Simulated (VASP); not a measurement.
# Au (Fm-3m) in VASP: single point with PBE

Aim: the single point of Au with PBE.

Everything below comes from runs of VASP 6.6.1. Logs are shortened: lines on timing, memory, paths and dates and some standing lists are left out, and cuts for length are marked.

## 1. The cell of the first run

Symmetry: Fm-3m, No. 225, cubic system. The conventional cell has a = 4.081 Å, b = 4.081 Å, c = 4.081 Å, α = 90.00°, β = 90.00°, γ = 90.00°. Within 3.8 Å of Au (site symmetry m-3m) lie 12 Au at 2.89 Å.

## 2. Single point, PBE

INCAR

```
ALGO = Normal
EDIFF = 1E-6
ENCUT = 500
GGA = PE
GGA_COMPAT = F
ISIF = 2
ISMEAR = -5
LASPH = T
LCHARG = T
LELF = T
LREAL = F
LVHAR = T
LWAVE = F
NBANDS = 12
NELM = 120
PREC = Accurate
SIGMA = 0.1
```

KPOINTS

```
k-points
0
Gamma
  11 11 11
```

POSCAR

```
Au
1.0
    0.0000000000      2.0403698700      2.0403698700
    2.0403698700      0.0000000000      2.0403698700
    2.0403698700      2.0403698700      0.0000000000
Au
1
Direct
    0.0000000000      0.0000000000      0.0000000000
```

Potentials or basis: VASP PAW PBE potentials, release 64 (Au).

Started as:

```bash
> cat potpaw_PBE.64/Au/POTCAR > POTCAR
> mpirun -np 1 vasp_std > vasp.out
```

OUTCAR:

```text
EDIFF = 1E-6
   ENCUT = 500
   GGA = PE
   ISIF = 2
   ISMEAR = -5
   LASPH = T
   LREAL = F
   NELM = 120
   PREC = Accurate

 ion  position               nearest neighbor table
   1  0.000  0.000  0.000-

  LATTYP: Found a face centered cubic cell.
 ALAT       =     4.0807397400

  Lattice vectors:

 A1 = (   0.0000000000,   2.0403698700,   2.0403698700)
 A2 = (   2.0403698700,   0.0000000000,   2.0403698700)
 A3 = (   2.0403698700,   2.0403698700,   0.0000000000)

Analysis of symmetry for initial positions (statically):
=====================================================================
 Subroutine PRICEL returns:
 Original cell was already a primitive cell.

 Routine SETGRP: Setting up the symmetry group for a
 face centered cubic supercell.

 Subroutine GETGRP returns: Found 48 space group operations
 (whereof 48 operations were pure point group operations)
 out of a pool of 48 trial point group operations.

The static configuration has the point symmetry O_h .

Analysis of symmetry for dynamics (positions and initial velocities):
=====================================================================
 Subroutine PRICEL returns:
 Original cell was already a primitive cell.

 Routine SETGRP: Setting up the symmetry group for a
 face centered cubic supercell.

 Subroutine GETGRP returns: Found 48 space group operations
 (whereof 48 operations were pure point group operations)
 out of a pool of 48 trial point group operations.

The dynamic configuration has the point symmetry O_h .

 Subroutine INISYM returns: Found 48 space group operations
 (whereof 48 operations are pure point group operations),
 and found     1 'primitive' translations

----------------------------------------------------------------------------------------

                                     Primitive cell

  volume of cell :      16.9886

  direct lattice vectors                    reciprocal lattice vectors
     0.000000000  2.040369870  2.040369870    -0.245053609  0.245053609  0.245053609
     2.040369870  0.000000000  2.040369870     0.245053609 -0.245053609  0.245053609
     2.040369870  2.040369870  0.000000000     0.245053609  0.245053609 -0.245053609

  length of vectors
     2.885518742  2.885518742  2.885518742     0.424445301  0.424445301  0.424445301

  position of ions in fractional coordinates (direct lattice)
     0.000000000  0.000000000  0.000000000

  ion indices of the primitive-cell ions
   primitive index   ion index
                 1           1

[... 79 lines left out ...]
   ISIF   =      2    stress and relaxation
   ISYM   =      2    0-nonsym 1-usesym 2-fastsym
   POTIM  = 0.5000    time-step for ionic-motion
   TEBEG  =    0.0;   TEEND  =   0.0 temperature during run
   PSTRESS=    0.0 pullay stress
   NELECT =      11.0000    total number of electrons
   NUPDOWN=      -1.0000    fix difference up-down
   EMIN   =  10.00;   EMAX   =-10.00  energy-range for DOS
   EFERMI =   0.00;   METHOD = LEGACY
   ISMEAR =    -5;   SIGMA  =   0.10  broadening in eV -4-tet -1-fermi 0-gaus
   EFERMI_NEDOS =   21; number of points for ismear=-14 and -15
   IALGO  =     38    algorithm
   IMIX   =      4    mixing-type and parameters
     AMIX     =   0.40;   BMIX     =  1.00
     AMIX_MAG =   1.60;   BMIX_MAG =  1.00
  volume/ion in A,a.u.               =      16.99       114.64
  Fermi-wavevector in a.u.,A,eV,Ry     =   1.416294  2.676408 27.291782  2.005889
  Thomas-Fermi vector in A             =   2.537644
   LORBIT       =      0    0 simple, 1 ext, 2 COOP (PROOUT), +10 PAW based schemes
   GGA     = PE    functional components
   LHFCALC =     F    Hartree Fock is set to
   AEXX    =    0.0000 exact exchange contribution
   IVDW    =     0    specifies the selected vdW correction
   LEPSILON=     F    determine dielectric tensor
   LRPA    =     F    only Hartree local field effects (RPA)
 non-spin polarized calculation
 Fermi weights with tetrahedron method with Bloechl corrections
  energy-cutoff  :      500.00
  volume of cell :       16.99
 maximum number of plane-waves:       444
 NGX is ok and might be reduce to    24
   NGX = 11   NGY = 11   NGZ = 11

 number of electron      11.0000000 magnetization

 Free energy of the ion-electron system (eV)
  ---------------------------------------------------
  ext. energy  EPLUGINS =         0.00000000
  ---------------------------------------------------
  free energy    TOTEN  =        -3.19683154 eV

  energy without entropy =       -3.19683154  energy(sigma->0) =       -3.19683154

 E-fermi :   9.6163     XC(G=0): -12.7359

 val. band max:        9.6723503201   @ k =  -0.4545   0.0909   0.0000
 cond. band min:       9.8731638642   @ k =   0.4545   0.4545   0.0000
 fundamental gap:      0.2008135441
 Fermi energy:         9.6162753609

 k-point     1 :       0.0000    0.0000    0.0000
  band No.  band energies     occupation
      1      -0.3624      2.00000
      2       4.8175      2.00000
      3       4.8175      2.00000
      4       4.8175      2.00000
      5       6.3407      2.00000
      6       6.3407      2.00000
      7      24.0442      0.00000
      8      28.0632      0.00000
      9      28.0632      0.00000
     10      28.0632      0.00000
     11      32.9765      0.00000
     12      37.6515      0.00000
[... 331 lines left out ...]
 k-point    24 :      -0.1818    0.1818    0.0000
  band No.  band energies     occupation
      1       2.2140      2.00000
      2       4.2072      2.00000
      3       5.0176      2.00000
      4       5.6928      2.00000
      5       5.7331      2.00000
      6       7.5506      2.00000
      7      20.9211      0.00000
      8      22.8887      0.00000
      9      27.2205      0.00000
     10      28.7284      0.00000
     11      31.3939      0.00000
     12      34.0938      0.00000

 [... further k-points ...]
[... 5 lines left out ...]
  --------------------------------------------------------------------------------------
  -------------------------------------------------------------------------------------
  Total        0.9468147      0.9468147      0.9468147     -0.0000000      0.0000000     -0.0000000
  in kB       89.2932985     89.2932985     89.2932985     -0.0000000      0.0000000     -0.0000000
  external PRESSURE =      89.2932985 kB  Pullay stress =       0.0000000 kB

 VOLUME and BASIS-vectors are now :
 -----------------------------------------------------------------------------
  energy-cutoff  :      500.00
  volume of cell :       16.99
      direct lattice vectors                 reciprocal lattice vectors
     0.000000000  2.040369870  2.040369870    -0.245053609  0.245053609  0.245053609
     2.040369870  0.000000000  2.040369870     0.245053609 -0.245053609  0.245053609
     2.040369870  2.040369870  0.000000000     0.245053609  0.245053609 -0.245053609

 POSITION                                       TOTAL-FORCE (eV/Angst)
 -----------------------------------------------------------------------------------
      0.00000      0.00000      0.00000         0.000000      0.000000      0.000000
 -----------------------------------------------------------------------------------
    total drift:                               -0.000000      0.000000     -0.000000

  FREE ENERGIE OF THE ION-ELECTRON SYSTEM (eV)
  ---------------------------------------------------
  free  energy   TOTEN  =        -3.1968315434 eV

  energy  without entropy=       -3.1968315434  energy(sigma->0) =       -3.19683154
```

OSZICAR:

```text
N       E                     dE             d eps       ncg     rms          rms(c)
DAV:   1     0.466288365533E+02    0.46629E+02   -0.52424E+03  1400   0.774E+02
DAV:   2    -0.281660007049E+01   -0.49445E+02   -0.46987E+02  1592   0.184E+02
DAV:   3    -0.346172577426E+01   -0.64513E+00   -0.64501E+00  1616   0.200E+01
DAV:   4    -0.346388410774E+01   -0.21583E-02   -0.21599E-02  1624   0.135E+00
DAV:   5    -0.346390006306E+01   -0.15955E-04   -0.15969E-04  1660   0.110E-01    0.948E+00
DAV:   6    -0.321825805848E+01    0.24564E+00   -0.64046E-01  1460   0.651E+00    0.600E+00
DAV:   7    -0.319905958631E+01    0.19198E-01   -0.67041E-02  1612   0.212E+00    0.278E+00
DAV:   8    -0.319684030657E+01    0.22193E-02   -0.18287E-03  1488   0.365E-01    0.259E-01
DAV:   9    -0.319682675162E+01    0.13555E-04   -0.88631E-06  1604   0.267E-02    0.172E-02
DAV:  10    -0.319683169464E+01   -0.49430E-05   -0.24697E-06  1616   0.149E-02    0.130E-03
DAV:  11    -0.319683154339E+01    0.15125E-06   -0.58307E-08   832   0.187E-03
   1 F= -.31968315E+01 E0= -.31968315E+01  d E =0.000000E+00
```

Run time: 5.1 s. Hardware: 1 thread of Intel Xeon 6975P-C (Granite Rapids), shared host; peak memory 0.14 GiB.

What came out:

| Quantity | Value |
| --- | --- |
| Free energy | -3.1968 eV |
| Pressure | 8.9 GPa |

Caveat: spin-orbit coupling is left out, which moves the levels of the heavy elements; tetrahedron occupations give inexact forces and stress in metals.
